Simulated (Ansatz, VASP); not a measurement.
# One calculation of P, two programs

```xyz
4
Lattice="1.6367 -5.4284 0.0000 1.6367 5.4284 0.0000 0.0000 0.0000 4.5131" Properties=species:S:1:pos:R:3 pbc="T T T"
P     1.6367   -4.3877    2.6574
P     1.6367    4.3877    1.8557
P     1.6367   -1.0407    0.4008
P     1.6367    1.0407    4.1123
```

Alike in both runs: task single point; functional BLYP; k mesh 8 × 8 × 6; occupations fermi-dirac, width 0.05 eV; no spin polarisation.

|  | VASP | Ansatz |
| --- | --- | --- |
| version | VASP 6.6.1 | Ansatz 0.2.0 |
| potentials or method | VASP PAW PBE potentials, release 64 (P) | Ansatz PAW |
| plane-wave cutoff (eV) | 500 | 420 |
| valence electrons in the cell | 20 | 20 |

VASP gave:

```
gap on the k mesh at the Fermi level (eV)                     : 0.17
least direct gap on the mesh (eV)                             : 0.17
pressure (GPa)                                                : 8.0
traceless stress, the component that is largest in VASP (GPa) : -1.04
rms of the force components (eV/Å)                            : 0.348
```

**Question.** Which values does Ansatz return?

**Answer.** gap on the k mesh at the Fermi level (eV): 0.16; least direct gap on the mesh (eV): 0.16; pressure (GPa): 8.2; traceless stress, the component that is largest in VASP (GPa): -1.04; rms of the force components (eV/Å): 0.368.

VASP's potentials were made for PBE, not for BLYP. Atom by atom the forces differ by 0.021 eV/Å (rms over components). The functional is the same, so the differences come from potentials, cutoffs and numerics.
